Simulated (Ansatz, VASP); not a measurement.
**Two plane-wave programs on Al**

INCAR

```
SYSTEM = Al
PREC = Accurate ; ENCUT = 520
EDIFF = 1E-6 ; ISMEAR = 0
SIGMA = 0.15 ; LREAL = .FALSE.
LASPH = .TRUE. ; NELM = 100
ALGO = Fast ; ISIF = 2
LWAVE = .FALSE. ; LCHARG = .TRUE.
GGA = PS ; IVDW = 12
LELF = .TRUE. ; LVHAR = .TRUE.
NBANDS = 14
```

The input KPOINTS:

```
Automatic mesh
0
G
  18 18 6
  0 0 0
```

File POSCAR:

```
Al
1.0
    2.7354000000      0.0000000000      0.0000000000
   -1.3677000000      2.3689258895      0.0000000000
    0.0000000000      0.0000000000      9.1920208392
Al
4
Direct
    0.0000000000      0.0000000000      0.0000000000
    0.3333333333      0.6666666667      0.2500000000
    0.0000000000      0.0000000000      0.5000000000
    0.6666666667      0.3333333333      0.7500000000
```

Input for Ansatz:

```yaml
crystal:
  lattice:
    - [2.7354, 0.0, 0.0]
    - [-1.3677, 2.3689258895, 0.0]
    - [0.0, 0.0, 9.1920208392]
  atoms:
    - { symbol: Al, position: [0.0, 0.0, 0.0] }
    - { symbol: Al, position: [0.3333333333, 0.6666666667, 0.25] }
    - { symbol: Al, position: [0.0, 0.0, 0.5] }
    - { symbol: Al, position: [0.6666666667, 0.3333333333, 0.75] }
basis:
  ecutwfc: 420
kpoints:
  mp_grid: { grid: [18, 18, 6] }
hamiltonian:
  xc: pbesol
  pseudopotentials: { kind: paw, azcp: { folder: soft_1 } }
  dispersion: d3bj
scf:
  occupations: { method: gaussian, width: 0.15 }
output:
  forces: true
  stress: true
  eigenvalues: true
```

Alike in both runs: task single point; functional PBEsol; dispersion D3(BJ); k mesh 18 × 18 × 6; occupations gaussian, width 0.15 eV; no spin polarisation.

|  | VASP | Ansatz |
| --- | --- | --- |
| version | VASP 6.6.1 | Ansatz 0.2.0 |
| potentials or method | VASP PAW PBE potentials, release 64 (Al), cutoff 520 eV | scalar-relativistic, plane waves, PAW |
| valence electrons in the cell | 12 | 12 |

```tsv
	VASP	Ansatz	Ansatz less VASP
gap on the k mesh at the Fermi level (eV)	none	none	-
pressure (GPa)	4.9	4.8	-0.13
traceless stress, the component that is largest in VASP (GPa)	-2.41	-2.39	+0.019
```

VASP's potentials were made for PBE, not for PBEsol, and Ansatz warns of the same on its side. A gap of «none» marks a metal or a gap that the smearing closes.
